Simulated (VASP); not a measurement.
Here is a VASP 6.6.1 calculation.

POSCAR

```
HfN
1.0
    0.0000000000      2.2773706774      2.2773706774
    2.2773706774      0.0000000000      2.2773706774
    2.2773706774      2.2773706774      0.0000000000
Hf N
1 1
Direct
    0.5000000000      0.5000000000      0.5000000000
    0.0000000000      0.0000000000      0.0000000000
```

File INCAR.step1:

```
PREC = Accurate
ENCUT = 520
ISMEAR = 0
SIGMA = 0.05
LREAL = F
LASPH = T
NELM = 60
NBANDS = 14
GGA = PE
ALGO = Normal
EDIFF = 1E-4
LWAVE = T
LCHARG = F
```

File INCAR.step2:

```
PREC = Accurate
ENCUT = 520
EDIFF = 1E-6
ISMEAR = 0
SIGMA = 0.05
LREAL = F
LASPH = T
NELM = 60
ALGO = Normal
ISIF = 2
LWAVE = F
LCHARG = T
METAGGA = R2SCAN
LMIXTAU = T
LELF = T
LVHAR = T
NBANDS = 14
ISTART = 1
```

Contents of KPOINTS:

```
Automatic mesh
0
Gamma
  12 12 12
```

Potentials or basis: VASP PAW PBE potentials, release 64 (Hf_pv, N).

The run is started by

```bash
$ cat potpaw_PBE.64/Hf_pv/POTCAR potpaw_PBE.64/N/POTCAR > POTCAR
$ cp INCAR.step1 INCAR
$ mpirun -np 1 vasp_std > vasp.out
$ cp INCAR.step2 INCAR
$ mpirun -np 1 vasp_std > vasp.out
```

(1) What does it give for the pressure?

## Answers

(1) -7.9 GPa.

Caveat: the PAW data sets were made with another functional, which shifts forces and pressure a little.
